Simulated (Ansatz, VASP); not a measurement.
## P in VASP and in Ansatz

```
P
1.0
     4.27290    0.00000    0.00000
     0.00000    4.27290    0.00000
     0.00000    0.00000    4.64068
P
1
Direct
  0.00000 0.00000 0.00000
```

Change from the starting cell: strain +0.0600 x Voigt [0, 0, 1, 0, 0, 0], atoms carried along.

Alike in both runs: task single point; functional PBEsol; dispersion D3(BJ); k mesh 12 × 12 × 12; occupations gaussian, width 0.15 eV; no spin polarisation.

|  | VASP | Ansatz |
| --- | --- | --- |
| version | VASP 6.6.1 | Ansatz 0.2.0 |
| potentials or method | VASP PAW PBE potentials, release 64 (P), cutoff 500 eV | scalar-relativistic, plane waves, PAW |
| valence electrons in the cell | 5 | 5 |

|  | VASP | Ansatz | Ansatz less VASP |
| --- | --- | --- | --- |
| gap on the k mesh at the Fermi level (eV) | none | none | - |
| pressure (GPa) | -3.6 | -3.5 | +0.01 |
| traceless stress, the component that is largest in VASP (GPa) | 0.88 | 0.88 | +0.001 |

VASP's potentials were made for PBE, not for PBEsol. A gap of «none» marks a metal or a gap that the smearing closes.
